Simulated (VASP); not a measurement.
# P (R-3m) in VASP: single point with LDA

Aim: the single point of P with LDA.

All numbers are computed with VASP 6.6.1; they aren't measurements. Logs are shortened: lines on timing, memory, paths and dates and some standing lists are left out, and cuts for length are marked.

## (1) The cell of the first run

It takes space group R-3m (No. 166, trigonal). The conventional cell has a = 3.451 Å, b = 3.451 Å, c = 9.389 Å, α = 90.00°, β = 90.00°, γ = 120.00°. P (site symmetry 3m) has 6 P at 2.29 to 2.82 Å within 3.0 Å.

## (2) Single point, LDA

INCAR

```
SYSTEM = P
ALGO = Normal ; EDIFF = 1E-6
ENCUT = 520 ; GGA = CA
ISIF = 2 ; ISMEAR = 0
LASPH = .TRUE. ; LCHARG = .FALSE.
LREAL = .FALSE. ; LWAVE = .FALSE.
NBANDS = 12 ; NELM = 80
PREC = Accurate ; SIGMA = 0.15
```

KPOINTS

```
k-points
0
G
  18 18 18
  0 0 0
```

POSCAR

```
P
1.0
    1.7257251780      0.9963478961      3.1296800121
   -1.7257251780      0.9963478961      3.1296800121
    0.0000000000     -1.9926957921      3.1296800121
P
2
Direct
    0.2270802500      0.2270802500      0.2270802500
    0.7729197500      0.7729197500      0.7729197500
```

Potentials or basis: VASP PAW LDA potentials, release 64 (P).

Started as:

```sh
$ cat potpaw_LDA.64/P/POTCAR > POTCAR
$ mpirun -np 1 vasp_std > vasp.out
```

OUTCAR:

```text
SYSTEM = P
   EDIFF = 1E-6
   ENCUT = 520
   GGA = CA
   ISIF = 2
   ISMEAR = 0
   LASPH = .TRUE.
   LREAL = .FALSE.
   NELM = 80
   PREC = Accurate

 ion  position               nearest neighbor table
   1  0.227  0.227  0.227-   2 2.29   2 2.29   2 2.29   2 2.82   2 2.82   2 2.82
   2  0.773  0.773  0.773-   1 2.29   1 2.29   1 2.29   1 2.82   1 2.82   1 2.82

  LATTYP: Found a trigonal (rhomboedric) cell.
 ALAT       =     3.7102201415
 COS(alpha) =     0.5673129383

  Lattice vectors:

 A1 = (   1.7257251780,   0.9963478961,   3.1296800121)
 A2 = (  -1.7257251780,   0.9963478961,   3.1296800121)
 A3 = (   0.0000000000,  -1.9926957921,   3.1296800121)

Analysis of symmetry for initial positions (statically):
=====================================================================
 Subroutine PRICEL returns:
 Original cell was already a primitive cell.

 Routine SETGRP: Setting up the symmetry group for a
 trigonal (rhombohedral) supercell.

 Subroutine GETGRP returns: Found 12 space group operations
 (whereof 12 operations were pure point group operations)
 out of a pool of 12 trial point group operations.

The static configuration has the point symmetry D_3d.

Analysis of symmetry for dynamics (positions and initial velocities):
=====================================================================
 Subroutine PRICEL returns:
 Original cell was already a primitive cell.

 Routine SETGRP: Setting up the symmetry group for a
 trigonal (rhombohedral) supercell.

 Subroutine GETGRP returns: Found 12 space group operations
 (whereof 12 operations were pure point group operations)
 out of a pool of 12 trial point group operations.

The dynamic configuration has the point symmetry D_3d.

 Subroutine INISYM returns: Found 12 space group operations
 (whereof 12 operations are pure point group operations),
 and found     1 'primitive' translations

----------------------------------------------------------------------------------------

                                     Primitive cell

  volume of cell :      32.2875

  direct lattice vectors                    reciprocal lattice vectors
     1.725725178  0.996347896  3.129680012     0.289733271  0.167277582  0.106507161
    -1.725725178  0.996347896  3.129680012    -0.289733271  0.167277582  0.106507161
     0.000000000 -1.992695792  3.129680012     0.000000000 -0.334555164  0.106507161

  length of vectors
     3.710220141  3.710220141  3.710220141     0.351099605  0.351099605  0.351099605

  position of ions in fractional coordinates (direct lattice)
[... 83 lines left out ...]
   IBRION =     -1    ionic relax: 0-MD 1-quasi-New 2-CG
   NFREE  =      0    steps in history (QN), initial steepest desc. (CG)
   ISIF   =      2    stress and relaxation
   ISYM   =      2    0-nonsym 1-usesym 2-fastsym
   POTIM  = 0.5000    time-step for ionic-motion
   TEBEG  =    0.0;   TEEND  =   0.0 temperature during run
   PSTRESS=    0.0 pullay stress
   NELECT =      10.0000    total number of electrons
   NUPDOWN=      -1.0000    fix difference up-down
   EMIN   =  10.00;   EMAX   =-10.00  energy-range for DOS
   EFERMI =   0.00;   METHOD = LEGACY
   ISMEAR =     0;   SIGMA  =   0.15  broadening in eV -4-tet -1-fermi 0-gaus
   EFERMI_NEDOS =   21; number of points for ismear=-14 and -15
   IALGO  =     38    algorithm
   IMIX   =      4    mixing-type and parameters
     AMIX     =   0.40;   BMIX     =  1.00
     AMIX_MAG =   1.60;   BMIX_MAG =  1.00
  volume/ion in A,a.u.               =      16.14       108.94
  Fermi-wavevector in a.u.,A,eV,Ry     =   1.107636  2.093128 16.692396  1.226857
  Thomas-Fermi vector in A             =   2.244152
   LORBIT       =      0    0 simple, 1 ext, 2 COOP (PROOUT), +10 PAW based schemes
   GGA     = CA    functional components
   LHFCALC =     F    Hartree Fock is set to
   AEXX    =    0.0000 exact exchange contribution
   IVDW    =     0    specifies the selected vdW correction
   LEPSILON=     F    determine dielectric tensor
   LRPA    =     F    only Hartree local field effects (RPA)
 non-spin polarized calculation
 Gauss-broadening in eV      SIGMA  =   0.15
  energy-cutoff  :      520.00
  volume of cell :       32.29
 maximum number of plane-waves:       886
   NGX = 13   NGY = 13   NGZ = 13

 number of electron      10.0000000 magnetization

 Free energy of the ion-electron system (eV)
  ---------------------------------------------------
  ext. energy  EPLUGINS =         0.00000000
  ---------------------------------------------------
  free energy    TOTEN  =       -12.09705279 eV

  energy without entropy =      -12.09309414  energy(sigma->0) =      -12.09507346

 E-fermi :   8.8903     XC(G=0): -10.8971

 val. band max:        8.8779964137   @ k =   0.5000   0.0556  -0.0000
 cond. band min:       8.8915281504   @ k =   0.3889   0.2222   0.2222
 fundamental gap:      0.0135317368
 Fermi energy:         8.8903265402

 k-point     1 :       0.0000    0.0000    0.0000
  band No.  band energies     occupation
      1      -7.5845      2.00000
      2       5.2895      2.00000
      3       5.7637      2.00000
      4       6.0151      2.00000
      5       6.0151      2.00000
      6      10.1832      0.00000
      7      11.5055      0.00000
      8      11.5055      0.00000
      9      14.6793      0.00000
     10      14.6793      0.00000
     11      16.0027      0.00000
     12      16.0550      0.00000
[... 331 lines left out ...]
 k-point    24 :      -0.2222    0.0556    0.0000
  band No.  band energies     occupation
      1      -6.5934      2.00000
      2       1.1574      2.00000
      3       5.0184      2.00000
      4       5.9114      2.00000
      5       7.2807      2.00000
      6      10.0449      0.00000
      7      10.2693      0.00000
      8      11.1187      0.00000
      9      13.9806      0.00000
     10      14.7793      0.00000
     11      15.8931      0.00000
     12      19.8331      0.00000

 [... further k-points ...]
[... 5 lines left out ...]
  --------------------------------------------------------------------------------------
  -------------------------------------------------------------------------------------
  Total       -0.5804559     -0.5804559     -0.7831176      0.0000000     -0.0000000      0.0000000
  in kB      -28.8035474    -28.8035474    -38.8600840      0.0000000     -0.0000000      0.0000000
  external PRESSURE =     -32.1557263 kB  Pullay stress =       0.0000000 kB

 VOLUME and BASIS-vectors are now :
 -----------------------------------------------------------------------------
  energy-cutoff  :      520.00
  volume of cell :       32.29
      direct lattice vectors                 reciprocal lattice vectors
     1.725725178  0.996347896  3.129680012     0.289733271  0.167277582  0.106507161
    -1.725725178  0.996347896  3.129680012    -0.289733271  0.167277582  0.106507161
     0.000000000 -1.992695792  3.129680012     0.000000000 -0.334555164  0.106507161

 POSITION                                       TOTAL-FORCE (eV/Angst)
 -----------------------------------------------------------------------------------
      0.00000      0.00000      2.13207         0.000000      0.000000      0.208135
      0.00000      0.00000      7.25697         0.000000     -0.000000     -0.208135
 -----------------------------------------------------------------------------------
    total drift:                                0.000000     -0.000000     -0.000000

  FREE ENERGIE OF THE ION-ELECTRON SYSTEM (eV)
  ---------------------------------------------------
  free  energy   TOTEN  =       -12.0970527867 eV

  energy  without entropy=      -12.0930941351  energy(sigma->0) =      -12.09507346
```

OSZICAR:

```text
N       E                     dE             d eps       ncg     rms          rms(c)
DAV:   1     0.202665748100E+02    0.20267E+02   -0.45441E+03 13944   0.721E+02
DAV:   2    -0.109932332515E+02   -0.31260E+02   -0.29864E+02 18560   0.117E+02
DAV:   3    -0.121579629908E+02   -0.11647E+01   -0.11576E+01 18056   0.213E+01
DAV:   4    -0.121656345929E+02   -0.76716E-02   -0.76701E-02 16556   0.209E+00
DAV:   5    -0.121656979924E+02   -0.63399E-04   -0.63397E-04 18184   0.183E-01    0.707E+00
DAV:   6    -0.121206715311E+02    0.45026E-01   -0.12284E-02 16420   0.589E-01    0.418E+00
DAV:   7    -0.120970822136E+02    0.23589E-01   -0.24286E-02 16432   0.863E-01    0.974E-02
DAV:   8    -0.120970469782E+02    0.35235E-04   -0.14273E-03 16216   0.244E-01    0.444E-02
DAV:   9    -0.120970510655E+02   -0.40873E-05   -0.46392E-05 17848   0.450E-02    0.315E-02
DAV:  10    -0.120970528002E+02   -0.17347E-05   -0.35076E-06 16472   0.110E-02    0.701E-03
DAV:  11    -0.120970527867E+02    0.13512E-07   -0.39257E-07  9656   0.406E-03
   1 F= -.12097053E+02 E0= -.12095073E+02  d E =-.395865E-02
```

Run time: 2.2 min. Hardware: 1 thread of Intel Xeon Platinum 8259CL at 2.50GHz (Skylake/Cascade Lake), shared host; peak memory 0.27 GiB.

Results:

```yaml
Free_energy: -12.0971 eV
Pressure: -3.2 GPa
Largest_force: 0.208 eV/Å
Band_gap_on_the_k_mesh: zero (bands 5 and 6 overlap by 0.81 eV)
```

Forces in eV/Å, atoms in the order of the input:
```
P    0.000  0.000  0.208
P    0.000  0.000 -0.208
```

Caveat: the cell stands under tension.
